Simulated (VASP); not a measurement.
Write the native input for VASP 6.6.1 that does the following.

* Task: single point
* Functional: BLYP
* Potentials or basis: VASP PAW PBE potentials, release 64 (Ga_d, P)
* Cutoff: 520 eV
* k mesh: 6 × 6 × 6
* Occupations: gaussian, width 0.01 eV
* Spin: no spin polarisation
* Dipole correction: no
* Further INCAR settings: ALGO = Normal; EDIFF = 1e-07; NBANDS = 26

The structure of GaP lies in POSCAR:

```
GaP
1.0
    1.9430150000      1.1218000000      6.4308100000
   -1.9430150000      1.1218000000      6.4308100000
    0.0000000000     -2.2436010000      6.4308100000
Ga P
2 2
Direct
    0.4353720000      0.4353720000      0.4353720000
    0.5646280000      0.5646280000      0.5646280000
    0.0573890000      0.0573890000      0.0573890000
    0.9426110000      0.9426110000      0.9426110000
```

The input as run:

INCAR

```
SYSTEM = GaP
AGGAC = 1.0
AGGAX = 1.0
ALDAC = 0.0
ALDAX = 1.0
ALGO = Normal
EDIFF = 1E-7
ENCUT = 520
GGA = B5
ISIF = 2
ISMEAR = 0
LASPH = .TRUE.
LCHARG = .FALSE.
LREAL = .FALSE.
LWAVE = .FALSE.
NBANDS = 26
NELM = 60
PREC = Accurate
SIGMA = 0.01
```

KPOINTS

```
k-points
0
G
  6 6 6
  0 0 0
```

Potentials or basis: VASP PAW PBE potentials, release 64 (Ga_d, P).

Run with:

```bash
$ cat potpaw_PBE.64/Ga_d/POTCAR potpaw_PBE.64/P/POTCAR > POTCAR
$ mpirun -np 1 vasp_std > vasp.out
```

It gave:

```yaml
Pressure: 3.8 GPa
Largest_force: 0.150 eV/Å
Band_gap_on_the_k_mesh: 0.95 eV (least direct gap 1.19 eV)
```

Caveat: the cell stands under pressure; the PAW data sets were made with another functional, which shifts forces and pressure a little.

It took 5.4 min on 1 thread of Intel Xeon 8259CL, with other jobs on the host, peak memory 0.38 GiB.
